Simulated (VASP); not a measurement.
**Zn: density of states with PBEsol**

Crystal: Zn.

```
Zn
1.0
    -1.56904    1.56904    1.56904
     1.56904   -1.56904    1.56904
     1.56904    1.56904   -1.56904
Zn
1
Direct
  0.00000 0.00000 0.00000
```

```yaml
Program: VASP 6.6.1
Task: density of states
Functional: PBEsol
Potentials_or_basis: VASP PAW PBE potentials, release 64 (Zn)
Cutoff: 520 eV
k_mesh: 7 × 7 × 7
Occupations: fermi-dirac, width 0.05 eV
Spin: no spin polarisation
Dipole_correction: no
k_mesh_for_the_DOS: 11 × 11 × 11
Occupations_for_the_DOS: tetrahedron
Further_INCAR_settings: ALGO = Normal; EDIFF = 1e-07
```

```yaml
Valence_electrons_inside_the_program's_atomic_spheres: Zn 10.73
```

Levels at points of the mesh, in eV from the Fermi level:
| k point | band 2 | band 3 | band 4 | band 5 | band 6 | band 7 | band 8 | band 9 | band 10 |
| --- | --- | --- | --- | --- | --- | --- | --- | --- | --- |
| (0.00, 0.00, 0.00) | -7.93 | -7.93 | -7.93 | -7.43 | -7.43 | 18.73 | 18.73 | 18.73 | 20.52 |

Wall time 4.5 s on 1 thread of Intel(R) Xeon(R) 6975P-C (Granite Rapids), with other jobs on the host, peak memory 0.12 GiB.

Caveat: the k points lie up to 0.40 Å⁻¹ apart.
